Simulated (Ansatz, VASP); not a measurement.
CaH: VASP beside Ansatz

Contents of INCAR:

```
SYSTEM = CaH
PREC = Accurate
ENCUT = 600
EDIFF = 1E-6
ISMEAR = 0
SIGMA = 0.1
LREAL = .False.
LASPH = .True.
NELM = 80
ALGO = Normal
ISIF = 3
LWAVE = .False.
LCHARG = .False.
GGA = PE
IBRION = 2
NSW = 90
EDIFFG = -0.04
```

The input KPOINTS:

```
regular mesh
0
Gamma
  6 6 4
  0 0 0
```

Contents of POSCAR:

```
CaH
1.0
    3.3138958200      0.0000000000      0.0000000000
    0.0000000000      3.7306681000      0.0000000000
    0.0000000000      0.0000000000      4.6967351500
Ca H
1 1
Direct
    0.0000000000      0.5000000000      0.0000000000
    0.5000000000      0.0000000000      0.0000000000
```

Input for Ansatz:

```yaml
crystal:
  lattice:
    - [3.31389582, 0.0, 0.0]
    - [0.0, 3.7306681, 0.0]
    - [0.0, 0.0, 4.69673515]
  atoms:
    - { symbol: Ca, position: [0.0, 0.5, 0.0] }
    - { symbol: H, position: [0.5, 0.0, 0.0] }
basis:
  ecutwfc: 420
kpoints:
  mp_grid: { grid: [6, 6, 4] }
hamiltonian:
  xc: pbe
scf:
  occupations: { method: gaussian, width: 0.1 }
  lower_state_search: "off"
output:
  forces: true
  stress: true
  eigenvalues: true
relax:
  adjacent_minimum: "off"
  f_tol: 0.04
  max_steps: 70
  cell: { stress_tol: 0.4 }
```

Alike in both runs: task relaxation of cell and atoms; functional PBE; k mesh 6 × 6 × 4; occupations gaussian, width 0.1 eV; no spin polarisation.

|  | VASP | Ansatz |
| --- | --- | --- |
| version | VASP 6.6.1 | Ansatz 0.2.0 |
| potentials or method | VASP PAW PBE potentials, release 64 (Ca_sv, H), cutoff 600 eV | scalar-relativistic, plane waves, PAW |
| valence electrons in the cell | 11 | 11 |

Ansatz gave:

| Item | Value |
| --- | --- |
| gap on the k mesh at the Fermi level, each at its own relaxed structure (eV) | none |
| relaxed volume (Å³/atom) | 21.91 |
| relaxed cell length with the largest relative difference (Å) | 3.310 |

Which values does VASP return?

gap on the k mesh at the Fermi level, each at its own relaxed structure (eV): none; relaxed volume (Å³/atom): 21.92; relaxed cell length with the largest relative difference (Å): 3.322.

A gap of «none» marks a metal or a gap that the smearing closes.

Noted on VASP's run: the volume moved by over 15 % at a fixed basis, so the end points are rough.
